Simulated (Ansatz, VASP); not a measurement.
# GaAs: VASP beside Ansatz

```
As Ga
1.0
     0.00000    2.82685    2.82685
     2.82685    0.00000    2.82685
     2.82685    2.82685    0.00000
As Ga
1 1
Direct
  0.75000 0.75000 0.75000
  0.00000 0.00000 0.00000
```

Alike in both runs: task single point; functional PBE; k mesh 8 × 8 × 8; occupations gaussian, width 0.022 eV; no spin polarisation.

```csv
,VASP,Ansatz
version,VASP 6.6.1,Ansatz 0.2.0
potentials or method,"VASP PAW PBE potentials, release 64 (As, Ga_d), cutoff 520 eV","all-electron LAPW, scalar-relativistic"
```

|  | VASP | Ansatz | Ansatz less VASP |
| --- | --- | --- | --- |
| gap on the k mesh at the Fermi level (eV) | 0.52 | 0.52 | +0.001 |
| least direct gap on the mesh (eV) | 0.52 | 0.52 | +0.001 |
| pressure (GPa) | 3.4 | 3.3 | -0.17 |

Ansatz ran all-electron here, and VASP with PAW potentials.
